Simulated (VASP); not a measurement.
# KZnF3 (Pm-3m) in VASP: settings compared, part 2 of 2

VASP 6.6.1.

### Step 4. Single point, PBE

This run uses another cell than the first one, of 13.29 Å³/atom.

File INCAR:

```
SYSTEM = KZnF3
ALGO     = Normal         ! electronic algorithm
EDIFF    = 1E-6           ! SCF threshold, eV
ENCUT    = 520            ! plane-wave cutoff, eV
GGA      = PE             ! functional
ISIF     = 2              ! what is computed and relaxed
ISMEAR   = -1             ! smearing method
LASPH    = .TRUE.         ! aspherical terms in the spheres
LCHARG   = .TRUE.         ! write CHGCAR
LELF     = .TRUE.         ! ELF
LREAL    = .FALSE.        ! projectors in reciprocal space
LVHAR    = .TRUE.       
LWAVE    = .FALSE.        ! write WAVECAR
NBANDS   = 29             ! bands
NELM     = 60             ! most SCF steps
PREC     = Accurate       ! precision mode
SIGMA    = 0.05           ! smearing width, eV
```

File KPOINTS:

```
k-points
0
G
  7 7 7
  0 0 0
```

File POSCAR:

```
KZnF3
1.0
    4.0500000000      0.0000000000      0.0000000000
    0.0000000000      4.0500000000      0.0000000000
    0.0000000000      0.0000000000      4.0500000000
Zn K F
1 1 3
Direct
    0.5000000000      0.5000000000      0.5000000000
    0.0000000000      0.0000000000      0.0000000000
    0.5000000000      0.0000000000      0.5000000000
    0.0000000000      0.5000000000      0.5000000000
    0.5000000000      0.5000000000      0.0000000000
```

Potentials or basis: VASP PAW PBE potentials, release 64 (Zn, K_sv, F).

The run is started by

```console
cat potpaw_PBE.64/Zn/POTCAR potpaw_PBE.64/K_sv/POTCAR potpaw_PBE.64/F/POTCAR > POTCAR
mpirun -np 1 vasp_std > vasp.out
```

OUTCAR:

```text
SYSTEM = KZnF3
   EDIFF = 1E-6
   ENCUT = 520
   GGA = PE
   ISIF = 2
   ISMEAR = -1
   LASPH = .TRUE.
   LREAL = .FALSE.
   NELM = 60
   PREC = Accurate

 ion  position               nearest neighbor table
   1  0.500  0.500  0.500-   3 2.02   4 2.02   5 2.02   5 2.02   3 2.02   4 2.02
   2  0.000  0.000  0.000-
   3  0.500  0.000  0.500-   1 2.02   1 2.02
   4  0.000  0.500  0.500-   1 2.02   1 2.02
   5  0.500  0.500  0.000-   1 2.02   1 2.02

  LATTYP: Found a simple cubic cell.
 ALAT       =     4.0500000000

  Lattice vectors:

 A1 = (   4.0500000000,   0.0000000000,   0.0000000000)
 A2 = (   0.0000000000,   4.0500000000,   0.0000000000)
 A3 = (   0.0000000000,   0.0000000000,   4.0500000000)

Analysis of symmetry for initial positions (statically):
=====================================================================
 Subroutine PRICEL returns:
 Original cell was already a primitive cell.

 Routine SETGRP: Setting up the symmetry group for a
 simple cubic supercell.

 Subroutine GETGRP returns: Found 48 space group operations
 (whereof 48 operations were pure point group operations)
 out of a pool of 48 trial point group operations.

The static configuration has the point symmetry O_h .

Analysis of symmetry for dynamics (positions and initial velocities):
=====================================================================
 Subroutine PRICEL returns:
 Original cell was already a primitive cell.

 Routine SETGRP: Setting up the symmetry group for a
 simple cubic supercell.

 Subroutine GETGRP returns: Found 48 space group operations
 (whereof 48 operations were pure point group operations)
 out of a pool of 48 trial point group operations.

The dynamic configuration has the point symmetry O_h .

 Subroutine INISYM returns: Found 48 space group operations
 (whereof 48 operations are pure point group operations),
[... 114 lines left out ...]
   IALGO  =     38    algorithm
   IMIX   =      4    mixing-type and parameters
     AMIX     =   0.40;   BMIX     =  1.00
     AMIX_MAG =   1.60;   BMIX_MAG =  1.00
  volume/ion in A,a.u.               =      13.29        89.66
  Fermi-wavevector in a.u.,A,eV,Ry     =   1.405086  2.655228 26.861528  1.974267
  Thomas-Fermi vector in A             =   2.527583
   LORBIT       =      0    0 simple, 1 ext, 2 COOP (PROOUT), +10 PAW based schemes
   GGA     = PE    functional components
   LHFCALC =     F    Hartree Fock is set to
   AEXX    =    0.0000 exact exchange contribution
   IVDW    =     0    specifies the selected vdW correction
   LEPSILON=     F    determine dielectric tensor
   LRPA    =     F    only Hartree local field effects (RPA)
 non-spin polarized calculation
  energy-cutoff  :      520.00
  volume of cell :       66.43
 maximum number of plane-waves:      1806
 NGX is ok and might be reduce to    30
   NGX = 15   NGY = 15   NGZ = 15

 number of electron      41.9999978 magnetization

 Free energy of the ion-electron system (eV)
  ---------------------------------------------------
  ext. energy  EPLUGINS =         0.00000000
  ---------------------------------------------------
  free energy    TOTEN  =       -20.26475445 eV

  energy without entropy =      -20.26475445  energy(sigma->0) =      -20.26475445

 E-fermi :   0.3354     XC(G=0):  -9.8790

 val. band max:       -0.8681026414   @ k =   0.4286   0.4286   0.0000
 cond. band min:       3.0366825592   @ k =   0.0000   0.0000   0.0000
 fundamental gap:      3.9047852006
 Fermi energy:         0.3354089696

 k-point     1 :       0.0000    0.0000    0.0000
  band No.  band energies     occupation
      1     -27.8533      2.00000
      2     -22.3692      2.00000
      3     -21.7422      2.00000
      4     -21.7422      2.00000
      5     -11.3394      2.00000
      6     -11.3394      2.00000
[... 629 lines left out ...]
     28      11.3960      0.00000
     29      12.6176      0.00000

------------------------ aborting loop because EDIFF is reached ----------------------------------------

  FORCE on cell =-STRESS in cart. coord.  units (eV):
  Direction    XX          YY          ZZ          XY          YZ          ZX
  --------------------------------------------------------------------------------------
  -------------------------------------------------------------------------------------
  Total        2.0625535      2.0625535      2.0625535      0.0000000      0.0000000      0.0000000
  in kB       49.7451497     49.7451497     49.7451497      0.0000000      0.0000000      0.0000000
  external PRESSURE =      49.7451497 kB  Pullay stress =       0.0000000 kB

 VOLUME and BASIS-vectors are now :
 -----------------------------------------------------------------------------
  energy-cutoff  :      520.00
  volume of cell :       66.43
      direct lattice vectors                 reciprocal lattice vectors
     4.050000000  0.000000000  0.000000000     0.246913580  0.000000000  0.000000000
     0.000000000  4.050000000  0.000000000     0.000000000  0.246913580  0.000000000
     0.000000000  0.000000000  4.050000000     0.000000000  0.000000000  0.246913580

 POSITION                                       TOTAL-FORCE (eV/Angst)
 -----------------------------------------------------------------------------------
      2.02500      2.02500      2.02500         0.000000      0.000000      0.000000
      0.00000      0.00000      0.00000         0.000000      0.000000      0.000000
      2.02500      0.00000      2.02500         0.000000      0.000000      0.000000
      0.00000      2.02500      2.02500         0.000000      0.000000      0.000000
      2.02500      2.02500      0.00000         0.000000      0.000000      0.000000
 -----------------------------------------------------------------------------------
    total drift:                                0.000000      0.000000     -0.000000

  FREE ENERGIE OF THE ION-ELECTRON SYSTEM (eV)
  ---------------------------------------------------
  free  energy   TOTEN  =       -20.2647544489 eV

  energy  without entropy=      -20.2647544489  energy(sigma->0) =      -20.26475445
```

OSZICAR:

```text
N       E                     dE             d eps       ncg     rms          rms(c)
DAV:   1     0.433950862980E+03    0.43395E+03   -0.22171E+04  1160   0.174E+03
DAV:   2     0.180253174317E+02   -0.41593E+03   -0.39319E+03  1278   0.446E+02
DAV:   3    -0.214893748574E+02   -0.39515E+02   -0.39217E+02  1373   0.143E+02
DAV:   4    -0.224985941816E+02   -0.10092E+01   -0.10063E+01  1761   0.211E+01
DAV:   5    -0.225091781152E+02   -0.10584E-01   -0.10581E-01  1374   0.189E+00    0.115E+01
DAV:   6    -0.202368367039E+02    0.22723E+01   -0.64599E+00  1684   0.347E+01    0.704E+00
DAV:   7    -0.202888068117E+02   -0.51970E-01   -0.13170E+00  1265   0.719E+00    0.449E+00
DAV:   8    -0.202970019761E+02   -0.81952E-02   -0.41963E-01  1524   0.117E+01    0.147E+00
DAV:   9    -0.202647059613E+02    0.32296E-01   -0.84561E-02  1756   0.844E+00    0.367E-01
DAV:  10    -0.202648260343E+02   -0.12007E-03   -0.38647E-02  1654   0.384E+00    0.219E-01
DAV:  11    -0.202648503967E+02   -0.24362E-04   -0.57777E-03  1395   0.766E-01    0.118E-01
DAV:  12    -0.202648323347E+02    0.18062E-04   -0.38969E-04  1278   0.172E-01    0.714E-02
DAV:  13    -0.202647486842E+02    0.83651E-04   -0.44074E-04  1782   0.661E-01    0.127E-02
DAV:  14    -0.202647554106E+02   -0.67265E-05   -0.90182E-05  1295   0.606E-02    0.962E-03
DAV:  15    -0.202647544489E+02    0.96169E-06   -0.14524E-06   964   0.412E-02
   1 F= -.20264754E+02 E0= -.20264754E+02  d E =-.180595E-10
```

stdout:

```text
POSCAR found type information on POSCAR ZnK F
 POSCAR found :  3 types and       5 ions
 scaLAPACK will be used
 LDA part: xc-table for (Slater+PW92), standard interpolation
 POSCAR, INCAR and KPOINTS ok, starting setup
 FFT: planning ... GRIDC
 FFT: planning ... GRID_SOFT
 FFT: planning ... GRID
 WAVECAR not read
 entering main loop
```

Wall time 52 s (1 thread of Intel Xeon 8259CL, shared host); peak memory 0.19 GiB.

Results:

```yaml
Free_energy: -20.2648 eV
Pressure: 5.0 GPa
Band_gap_on_the_k_mesh: 3.90 eV (least direct gap 5.65 eV)
```

Levels at points of the mesh, in eV from the valence-band top:
```csv
k point,band 17,band 18,band 19,band 20,band 21,band 22,band 23,band 24,band 25,band 26
"(0.00, 0.00, 0.00)",-1.95,-1.95,-1.74,-1.74,-1.74,3.90,8.81,8.81,9.52,11.14
```

Caveat: the cell stands under pressure; an odd mesh through Γ misses points on the zone boundary, where band edges can lie.

### Step 5. Single point, LDA

This run uses another cell than the first one, of 13.29 Å³/atom.

File INCAR:

```
  PREC = Accurate
  ENCUT = 520
  EDIFF = 1E-6
  ISMEAR = -1
  SIGMA = 0.05
  LREAL = F
  LASPH = T
  NELM = 100
  ALGO = Normal
  ISIF = 2
  LWAVE = F
  LCHARG = F
  NBANDS = 29
```

File KPOINTS:

```
Automatic mesh
0
Gamma
  7 7 7
```

POSCAR is that of step 4.

Potentials or basis: VASP PAW LDA potentials, release 64 (Zn, K_sv, F).

The run is started by

```console
cat potpaw_LDA.64/Zn/POTCAR potpaw_LDA.64/K_sv/POTCAR potpaw_LDA.64/F/POTCAR > POTCAR
mpirun -np 1 vasp_std > vasp.out
```

It took 43 s on 1 thread of Intel Xeon 8259CL, shared host; peak memory 0.17 GiB.

Results (log left out):

| Item | Value |
| --- | --- |
| Free energy | -23.0644 eV |
| Pressure | -4.3 GPa |
| Band gap on the k mesh | 3.71 eV (least direct gap 5.40 eV) |

Levels at points of the mesh, in eV from the valence-band top:
| k point | band 17 | band 18 | band 19 | band 20 | band 21 | band 22 | band 23 | band 24 | band 25 | band 26 |
| --- | --- | --- | --- | --- | --- | --- | --- | --- | --- | --- |
| (0.00, 0.00, 0.00) | -1.90 | -1.90 | -1.69 | -1.69 | -1.69 | 3.71 | 8.59 | 8.59 | 9.17 | 11.04 |

Caveat: the cell stands under tension; an odd mesh through Γ misses points on the zone boundary, where band edges can lie.

### Step 6. Summary

```csv
level,potentials or basis,cell,gap on the mesh (eV),pressure (GPa)
PBE,"VASP PAW PBE potentials, release 64 (Zn, K_sv, F)","a = 4.023 Å, 5 atoms",3.96,6.9
LDA,"VASP PAW LDA potentials, release 64 (Zn, K_sv, F)","a = 4.050 Å, 5 atoms",3.71,-4.3
PBE,"VASP PAW PBE potentials, release 64 (Zn, K_sv, F)","a = 4.050 Å, 5 atoms",3.90,5.0
```

Alike in all rows: task single point; no spin polarisation; k mesh 7 × 7 × 7; cutoff (eV) 520; smearing fermi-dirac 0.05 eV.

Caveats: an odd mesh through Γ misses points on the zone boundary, where band edges can lie; the cell stands under pressure (at least some runs); the cell stands under tension (at least some runs).

Total energies depend on the potentials used, so only differences within one code and one set of settings carry meaning.
